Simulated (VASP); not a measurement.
# Cu in VASP: a series of runs

Runs on Cu. Level: PBEsol. Tasks: single point.

Everything below comes from runs of VASP 6.6.1. Logs are shortened: lines on timing, memory, paths and dates and some standing lists are left out, and cuts for length are marked.

## Step 1: The cell of the first run

It takes space group P6_3/mmc (No. 194, hexagonal). Conventional cell: a = 2.580 Å, b = 2.580 Å, c = 8.424 Å, α = 90.00°, β = 90.00°, γ = 120.00°. Cu (site symmetry -6m2) has 12 Cu at 2.58 Å within 3.4 Å. Cu (site symmetry -3m) has 12 Cu at 2.58 Å within 3.4 Å.

This isn't the form of Cu at room conditions, which is fcc.

## Step 2: Single point, PBEsol (12.14 Å³/atom)

Input file INCAR:

```
SYSTEM = Cu
PREC = Accurate
ENCUT = 520
EDIFF = 1E-6
ISMEAR = -1
SIGMA = 0.05
LREAL = .FALSE.
LASPH = .TRUE.
NELM = 100
ALGO = Fast
ISIF = 2
LWAVE = .FALSE.
LCHARG = .FALSE.
GGA = PS
NBANDS = 30
```

Input file KPOINTS:

```
Automatic mesh
0
G
  12 12 4
  0 0 0
```

Input file POSCAR:

```
Cu
1.0
    2.5803994521      0.0000000000      0.0000000000
   -1.2901997261      2.2346914775      0.0000000000
    0.0000000000      0.0000000000      8.4238525920
Cu
4
Direct
    0.6666666667      0.3333333333      0.7500000000
    0.0000000000      0.0000000000      0.5000000000
    0.3333333333      0.6666666667      0.2500000000
    0.0000000000      0.0000000000      0.0000000000
```

Potentials or basis: VASP PAW PBE potentials, release 64 (Cu).

Launch:

```bash
$ cat potpaw_PBE.64/Cu/POTCAR > POTCAR
$ mpirun -np 1 vasp_std > vasp.out
```

OUTCAR:

```text
SYSTEM = Cu
   PREC = Accurate
   ENCUT = 520
   EDIFF = 1E-6
   ISMEAR = -1
   LREAL = .FALSE.
   LASPH = .TRUE.
   NELM = 100
   ISIF = 2
   GGA = PS

 ion  position               nearest neighbor table
   1  0.667  0.333  0.750-   2 2.58   4 2.58   2 2.58   4 2.58   2 2.58   4 2.58
   2  0.000  0.000  0.500-   1 2.58   3 2.58   1 2.58   3 2.58   1 2.58   3 2.58
   3  0.333  0.667  0.250-   2 2.58   4 2.58   2 2.58   4 2.58   2 2.58   4 2.58
   4  0.000  0.000  0.000-   1 2.58   3 2.58   1 2.58   3 2.58   1 2.58   3 2.58

  LATTYP: Found a hexagonal cell.
 ALAT       =     2.5803994521
 C/A-ratio  =     3.2645537051

  Lattice vectors:

 A1 = (   2.5803994521,   0.0000000000,   0.0000000000)
 A2 = (  -1.2901997261,   2.2346914775,   0.0000000000)
 A3 = (   0.0000000000,   0.0000000000,   8.4238525920)

Analysis of symmetry for initial positions (statically):
=====================================================================
 Subroutine PRICEL returns:
 Original cell was already a primitive cell.

 Routine SETGRP: Setting up the symmetry group for a
 hexagonal supercell.

 Subroutine GETGRP returns: Found 24 space group operations
 (whereof 12 operations were pure point group operations)
 out of a pool of 24 trial point group operations.

The static configuration has the point symmetry D_3d.
 The point group associated with its full space group is D_6h.

Analysis of symmetry for dynamics (positions and initial velocities):
=====================================================================
 Subroutine PRICEL returns:
 Original cell was already a primitive cell.

 Routine SETGRP: Setting up the symmetry group for a
 hexagonal supercell.

 Subroutine GETGRP returns: Found 24 space group operations
 (whereof 12 operations were pure point group operations)
 out of a pool of 24 trial point group operations.

The dynamic configuration has the point symmetry D_3d.
 The point group associated with its full space group is D_6h.

 Subroutine INISYM returns: Found 24 space group operations
 (whereof 12 operations are pure point group operations),
 and found     1 'primitive' translations

----------------------------------------------------------------------------------------

                                     Primitive cell

  volume of cell :      48.5753

  direct lattice vectors                    reciprocal lattice vectors
     2.580399452  0.000000000  0.000000000     0.387536898  0.223744533  0.000000000
    -1.290199726  2.234691478  0.000000000     0.000000000  0.447489065  0.000000000
     0.000000000  0.000000000  8.423852592     0.000000000  0.000000000  0.118710529

  length of vectors
     2.580399452  2.580399452  8.423852592     0.447489065  0.447489065  0.118710529

  position of ions in fractional coordinates (direct lattice)
     0.666666667  0.333333333  0.750000000
     0.000000000  0.000000000  0.500000000
     0.333333333  0.666666667  0.250000000
     0.000000000  0.000000000  0.000000000

  ion indices of the primitive-cell ions
   primitive index   ion index
                 1           1
                 2           2
                 3           3
                 4           4

----------------------------------------------------------------------------------------

 KPOINTS: Automatic mesh

Automatic generation of k-mesh.
 Grid dimensions read from file:
 generate k-points for:   12   12    4

 Generating k-lattice:

  Cartesian coordinates                     Fractional coordinates (reciprocal lattice)
     0.032294742  0.018645378  0.000000000     0.083333333  0.000000000  0.000000000
     0.000000000  0.037290755  0.000000000     0.000000000  0.083333333  0.000000000
     0.000000000  0.000000000  0.029677632     0.000000000  0.000000000  0.250000000

  Length of vectors
     0.037290755  0.037290755  0.029677632

  Shift w.r.t. Gamma in fractional coordinates (k-lattice)
     0.000000000  0.000000000  0.000000000

 Subroutine IBZKPT returns following result:
 ===========================================

 Found     57 irreducible k-points:

 Following reciprocal coordinates:
            Coordinates               Weight
  0.000000  0.000000  0.000000      1.000000
  0.083333 -0.000000  0.000000      6.000000
  0.166667 -0.000000  0.000000      6.000000
  0.250000 -0.000000  0.000000      6.000000
  0.333333  0.000000  0.000000      6.000000
  0.416667  0.000000  0.000000      6.000000
[... 16 lines left out ...]
  0.250000 -0.000000  0.250000     12.000000
  0.333333  0.000000  0.250000     12.000000
 [... further k-points ...]
   k-points           NKPTS =     57   k-points in BZ     NKDIM =     57   number of bands    NBANDS=     30
   number of dos      NEDOS =    301   number of ions     NIONS =      4
   total plane-waves  NPLWV =  25600
   dimension x,y,z NGX =    20 NGY =   20 NGZ =   64
   dimension x,y,z NGXF=    40 NGYF=   40 NGZF=  128
   ions per type =               4
   NGX,Y,Z   is equivalent  to a cutoff of  12.89, 12.89, 12.63 a.u.
   NGXF,Y,Z  is equivalent  to a cutoff of  25.77, 25.77, 25.26 a.u.
 SYSTEM =  Cu
   PREC   = accura    normal or accurate (medium, high low for compatibility)
   ISTART =      0    job   : 0-new  1-cont  2-samecut
   ICHARG =      2    charge: 1-file 2-atom 10-const
   ISPIN  =      1    spin polarized calculation?
   LNONCOLLINEAR =      F non collinear calculations
   LSORBIT =      F    spin-orbit coupling
   LASPH  =      T    aspherical Exc in radial PAW
   ENCUT  =  520.0 eV  38.22 Ry    6.18 a.u.   4.80  4.80 15.66*2*pi/ulx,y,z
   NELM   =    100;   NELMIN=  2; NELMDL= -5     # of ELM steps
   EDIFF  = 0.1E-05   stopping-criterion for ELM
   LREAL  =      F    real-space projection
   EDIFFG = 0.1E-04   stopping-criterion for IOM
   NSW    =      0    number of steps for IOM
   IBRION =     -1    ionic relax: 0-MD 1-quasi-New 2-CG
   NFREE  =      0    steps in history (QN), initial steepest desc. (CG)
   ISIF   =      2    stress and relaxation
   ISYM   =      2    0-nonsym 1-usesym 2-fastsym
   POTIM  = 0.5000    time-step for ionic-motion
   TEBEG  =    0.0;   TEEND  =   0.0 temperature during run
   PSTRESS=    0.0 pullay stress
   NELECT =      44.0000    total number of electrons
   NUPDOWN=      -1.0000    fix difference up-down
   EMIN   =  10.00;   EMAX   =-10.00  energy-range for DOS
   EFERMI =   0.00;   METHOD = LEGACY
   ISMEAR =    -1;   SIGMA  =   0.05  broadening in eV -4-tet -1-fermi 0-gaus
   EFERMI_NEDOS =   21; number of points for ismear=-14 and -15
   IALGO  =     68    algorithm
   IMIX   =      4    mixing-type and parameters
     AMIX     =   0.40;   BMIX     =  1.00
     AMIX_MAG =   1.60;   BMIX_MAG =  1.00
  volume/ion in A,a.u.               =      12.14        81.95
  Fermi-wavevector in a.u.,A,eV,Ry     =   1.583996  2.993318 34.137589  2.509042
  Thomas-Fermi vector in A             =   2.683681
   LORBIT       =      0    0 simple, 1 ext, 2 COOP (PROOUT), +10 PAW based schemes
   GGA     = PS    functional components
   LHFCALC =     F    Hartree Fock is set to
   AEXX    =    0.0000 exact exchange contribution
   IVDW    =     0    specifies the selected vdW correction
   LEPSILON=     F    determine dielectric tensor
   LRPA    =     F    only Hartree local field effects (RPA)
 non-spin polarized calculation
 RMM-DIIS sequential band-by-band and
  energy-cutoff  :      520.00
  volume of cell :       48.58
 maximum number of plane-waves:      1324
 NGX is ok and might be reduce to    20
   NGX =  9   NGY =  9   NGZ = 31

 number of electron      44.0000031 magnetization

 Free energy of the ion-electron system (eV)
  ---------------------------------------------------
  ext. energy  EPLUGINS =         0.00000000
  ---------------------------------------------------
  free energy    TOTEN  =       -17.11924803 eV

  energy without entropy =      -17.10624071  energy(sigma->0) =      -17.11274437

 E-fermi :   6.9616     XC(G=0): -12.7457

 val. band max:        6.9414217357   @ k =   0.4167   0.0833   0.5000
 cond. band min:       7.1049509235   @ k =   0.5000  -0.0000   0.5000
 fundamental gap:      0.1635291879
 Fermi energy:         6.9615661926

 k-point     1 :       0.0000    0.0000    0.0000
  band No.  band energies     occupation
      1      -2.1166      2.00000
      2      -0.0367      2.00000
      3      -0.0234      2.00000
      4       2.1247      2.00000
      5       3.8826      2.00000
      6       3.8854      2.00000
[... 22 lines left out ...]
     29      28.4386      0.00000
     30      28.5495      0.00000

 k-point     2 :       0.0833   -0.0000    0.0000
  band No.  band energies     occupation
      1      -1.8966      2.00000
      2       0.1603      2.00000
      3       0.1733      2.00000
      4       2.2531      2.00000
      5       3.7854      2.00000
      6       3.8337      2.00000
[... 22 lines left out ...]
     29      26.5389      0.00000
     30      26.6923      0.00000

 k-point     3 :       0.1667   -0.0000    0.0000
  band No.  band energies     occupation
      1      -1.2512      2.00000
      2       0.7165      2.00000
      3       0.7285      2.00000
      4       2.5826      2.00000
      5       3.6062      2.00000
      6       3.7164      2.00000
[... 22 lines left out ...]
     29      22.9395      0.00000
     30      22.9848      0.00000

 k-point     4 :       0.2500   -0.0000    0.0000
  band No.  band energies     occupation
      1      -0.2361      2.00000
      2       1.4821      2.00000
      3       1.4920      2.00000
      4       2.8973      2.00000
      5       3.4727      2.00000
      6       3.4835      2.00000
[... 22 lines left out ...]
     29      20.8210      0.00000
     30      20.9429      0.00000

 k-point     5 :       0.3333    0.0000    0.0000
  band No.  band energies     occupation
      1       0.9893      2.00000
      2       2.0830      2.00000
      3       2.1022      2.00000
      4       2.9107      2.00000
      5       3.2388      2.00000
      6       3.3754      2.00000
[... 22 lines left out ...]
     29      21.1366      0.00000
     30      21.2102      0.00000
[... 526 lines left out ...]
     29      25.9356      0.00000
     30      26.6669      0.00000

 k-point    22 :       0.1667   -0.0000    0.2500
  band No.  band energies     occupation
      1      -1.1176      2.00000
      2      -0.0916      2.00000
      3       1.5896      2.00000
      4       2.5266      2.00000
      5       3.5922      2.00000
      6       3.7406      2.00000
[... 22 lines left out ...]
     29      23.0273      0.00000
     30      24.0900      0.00000

 k-point    23 :       0.2500   -0.0000    0.2500
  band No.  band energies     occupation
      1      -0.1147      2.00000
      2       0.7977      2.00000
      3       2.1773      2.00000
      4       2.8743      2.00000
      5       3.3894      2.00000
      6       3.4125      2.00000
[... 22 lines left out ...]
     29      20.4700      0.00000
     30      22.7274      0.00000

 k-point    24 :       0.3333    0.0000    0.2500
  band No.  band energies     occupation
      1       1.0780      2.00000
      2       1.6918      2.00000
      3       2.4567      2.00000
      4       2.9046      2.00000
      5       3.1506      2.00000
      6       3.2310      2.00000
[... 22 lines left out ...]
     29      19.2901      0.00000
     30      20.0411      0.00000

 [... further k-points ...]

------------------------ aborting loop because EDIFF is reached ----------------------------------------

  FORCE on cell =-STRESS in cart. coord.  units (eV):
  Direction    XX          YY          ZZ          XY          YZ          ZX
  --------------------------------------------------------------------------------------
  -------------------------------------------------------------------------------------
  Total       -2.7189194     -2.7189194     -2.8966297      0.0000000      0.0000000     -0.0000000
  in kB      -89.6791834    -89.6791834    -95.5406726      0.0000000      0.0000000     -0.0000000
  external PRESSURE =     -91.6330132 kB  Pullay stress =       0.0000000 kB

 VOLUME and BASIS-vectors are now :
 -----------------------------------------------------------------------------
  energy-cutoff  :      520.00
  volume of cell :       48.58
      direct lattice vectors                 reciprocal lattice vectors
     2.580399452  0.000000000  0.000000000     0.387536898  0.223744533  0.000000000
    -1.290199726  2.234691478  0.000000000     0.000000000  0.447489065  0.000000000
     0.000000000  0.000000000  8.423852592     0.000000000  0.000000000  0.118710529

 POSITION                                       TOTAL-FORCE (eV/Angst)
 -----------------------------------------------------------------------------------
      1.29020      0.74490      6.31789        -0.000000      0.000000     -0.000000
      0.00000      0.00000      4.21193        -0.000000      0.000000      0.000000
     -0.00000      1.48979      2.10596         0.000000     -0.000000      0.000000
      0.00000      0.00000      0.00000        -0.000000      0.000000      0.000000
 -----------------------------------------------------------------------------------
    total drift:                                0.000000     -0.000000      0.000000

  FREE ENERGIE OF THE ION-ELECTRON SYSTEM (eV)
  ---------------------------------------------------
  free  energy   TOTEN  =       -17.1192480257 eV

  energy  without entropy=      -17.1062407106  energy(sigma->0) =      -17.11274437
```

It took 2.7 min on 1 thread of Intel Xeon 8259CL, shared host; peak memory 0.2 GiB.

Results:

* Free energy: -17.1192 eV
* Pressure: -9.2 GPa
* Band gap on the k mesh: zero (bands 22 and 23 overlap by 5.04 eV)

Stress tensor (GPa, compression positive):
```
-8.97  0.00  0.00
 0.00 -8.97  0.00
 0.00  0.00 -9.55
```

Levels at points of the mesh, in eV from the Fermi level:
| k point | band 19 | band 20 | band 21 | band 22 | band 23 | band 24 | band 25 | band 26 |
| --- | --- | --- | --- | --- | --- | --- | --- | --- |
| (0.00, 0.00, 0.00) | -1.96 | -1.81 | -1.81 | -1.54 | -1.54 | -0.85 | 3.71 | 12.29 |
| (0.50, 0.00, 0.00) | -1.41 | -1.39 | -0.47 | 0.52 | 1.01 | 1.58 | 4.51 | 4.53 |
| (0.00, 0.00, 0.50) | -2.08 | -2.08 | -1.65 | -1.65 | -1.65 | -1.65 | 6.82 | 6.82 |
| (0.50, 0.00, 0.50) | -1.41 | -1.41 | 0.14 | 0.14 | 1.39 | 1.39 | 5.04 | 5.04 |

Caveat: the cell stands under tension; the PAW data sets were made with another functional, which shifts forces and pressure a little.

## Step 3: Single point, PBEsol (atoms moved at random)

Input file INCAR:

```
PREC = Accurate ; ENCUT = 520
EDIFF = 1E-7 ; ISMEAR = -1
SIGMA = 0.05 ; LREAL = False
LASPH = True ; NELM = 60
ALGO = Fast ; ISIF = 2
LWAVE = False ; LCHARG = False
GGA = PS ; NBANDS = 30
```

Input file KPOINTS:

```
regular mesh
0
Gamma
  12 12 4
```

Input file POSCAR:

```
Cu
1.0
    2.5307640267      0.0000000000      0.0000000000
   -1.2653820134      2.1917059381      0.0000000000
    0.0000000000      0.0000000000      8.2618150800
Cu
4
Direct
    0.6574250000      0.3354020000      0.7522340000
    0.0141580000      0.0171330000      0.5048960000
    0.3048360000      0.6480690000      0.2449550000
    0.0067850000      0.0163050000      0.0047270000
```

Potentials or basis: VASP PAW PBE potentials, release 64 (Cu).

Launch:

```bash
$ cat potpaw_PBE.64/Cu/POTCAR > POTCAR
$ mpirun -np 1 vasp_std > vasp.out
```

Wall time 15 min (1 thread of Intel Xeon 8259CL, shared host); peak memory 0.38 GiB.

Results (log left out):

* Free energy: -17.1740 eV
* Pressure: -0.7 GPa
* Largest force: 0.668 eV/Å
* Band gap on the k mesh: zero (bands 22 and 23 overlap by 5.17 eV)

Forces in eV/Å, atoms in the order of the input:
```
Cu   0.048  0.041  0.159
Cu  -0.059 -0.065 -0.353
Cu   0.060  0.127  0.654
Cu  -0.049 -0.103 -0.459
```

Stress tensor (GPa, compression positive):
```
-1.06 -0.15  0.19
-0.15 -0.44  0.31
 0.19  0.31 -0.66
```

Levels at points of the mesh, in eV from the Fermi level:
```
           k point  band 20  band 21  band 22  band 23  band 24  band 25
(0.00, 0.00, 0.00)    -1.90    -1.88    -1.62    -1.58    -1.02     3.98
(0.50, 0.00, 0.00)    -1.46    -0.62     0.50     1.04     1.74     4.69
(0.00, 0.50, 0.00)    -1.45    -0.54     0.39     1.01     1.60     4.84
(0.50, 0.50, 0.00)    -1.44    -0.60     0.43     1.06     1.64     4.77
(0.00, 0.00, 0.50)    -2.13    -1.78    -1.76    -1.69    -1.66     6.99
(0.50, 0.00, 0.50)    -1.46    -0.05     0.22     1.36     1.64     5.14
(0.00, 0.50, 0.50)    -1.46     0.00     0.24     1.26     1.50     5.33
(0.50, 0.50, 0.50)    -1.47     0.07     0.13     1.42     1.47     5.25
```

Caveat: the cell differs from its parent crystal (atoms moved at random); the PAW data sets were made with another functional, which shifts forces and pressure a little.

## Step 4: Single point, PBEsol

This run uses another cell than the first one, of 11.46 Å³/atom.

Input file INCAR:

```
SYSTEM = Cu
PREC = Accurate
ENCUT = 700
EDIFF = 1E-6
ISMEAR = -1
SIGMA = 0.05
LREAL = .FALSE.
LASPH = .TRUE.
NELM = 120
ALGO = Normal
ISIF = 2
LWAVE = .FALSE.
LCHARG = .FALSE.
GGA = PS
NBANDS = 46
GGA_COMPAT = .FALSE.
```

Input file KPOINTS:

```
regular mesh
0
G
  12 12 4
  0 0 0
```

Input file POSCAR:

```
Cu
1.0
    2.5307640267      0.0000000000      0.0000000000
   -1.2653820134      2.1917059381      0.0000000000
    0.0000000000      0.0000000000      8.2618150800
Cu
4
Direct
    0.6666666667      0.3333333333      0.7500000000
    0.0000000000      0.0000000000      0.5000000000
    0.3333333333      0.6666666667      0.2500000000
    0.0000000000      0.0000000000      0.0000000000
```

Potentials or basis: VASP PAW PBE potentials, release 64 (Cu_sv_GW).

Launch:

```bash
$ cat potpaw_PBE.64/Cu_sv_GW/POTCAR > POTCAR
$ mpirun -np 1 vasp_std > vasp.out
```

Wall time 3.3 min (1 thread of Intel Xeon Platinum 8259CL at 2.50GHz (Skylake/Cascade Lake), shared host); peak memory 0.3 GiB.

It converged, with:

```yaml
Free_energy: -17.5226 eV
Pressure: -6.5 GPa
Band_gap_on_the_k_mesh: zero (bands 38 and 39 overlap by 5.16 eV)
```

Stress tensor (GPa, compression positive):
```
-6.39  0.00  0.00
 0.00 -6.39  0.00
 0.00  0.00 -6.86
```

Levels at points of the mesh, in eV from the Fermi level:
| k point | band 35 | band 36 | band 37 | band 38 | band 39 | band 40 | band 41 | band 42 |
| --- | --- | --- | --- | --- | --- | --- | --- | --- |
| (0.00, 0.00, 0.00) | -2.03 | -1.87 | -1.87 | -1.56 | -1.56 | -1.09 | 3.98 | 12.74 |
| (0.50, 0.00, 0.00) | -1.42 | -1.40 | -0.65 | 0.38 | 1.05 | 1.61 | 4.78 | 4.81 |
| (0.00, 0.00, 0.50) | -2.17 | -2.17 | -1.69 | -1.69 | -1.69 | -1.69 | 7.12 | 7.12 |
| (0.50, 0.00, 0.50) | -1.43 | -1.43 | 0.09 | 0.09 | 1.41 | 1.41 | 5.27 | 5.27 |

Caveat: the cell stands under tension; the PAW data sets were made with another functional, which shifts forces and pressure a little.

## Step 5: Summary

| potentials or basis | cell | cutoff (eV) | gap on the mesh (eV) | pressure (GPa) |
| --- | --- | --- | --- | --- |
| VASP PAW PBE potentials, release 64 (Cu) | a = 2.580, b = 2.580, c = 8.424 Å, angles 90.0, 90.0, 120.0°, 4 atoms, atomic positions A | 520 | none | -9.2 |
| VASP PAW PBE potentials, release 64 (Cu) | a = 2.531, b = 2.531, c = 8.262 Å, angles 90.0, 90.0, 120.0°, 4 atoms, atomic positions B | 520 | none | -0.7 |
| VASP PAW PBE potentials, release 64 (Cu_sv_GW) | a = 2.531, b = 2.531, c = 8.262 Å, angles 90.0, 90.0, 120.0°, 4 atoms, atomic positions A | 700 | none | -6.5 |

Alike in all rows: task single point; level PBEsol; no spin polarisation; k mesh 12 × 12 × 4; smearing fermi-dirac 0.05 eV.

Caveats: the PAW data sets were made with another functional, which shifts forces and pressure a little; the cell stands under tension (at least some runs).

Total energies depend on the potentials used, so only differences within one code and one set of settings carry meaning.

The gap in the log of VASP goes by the Fermi energy; the results here count the filled bands.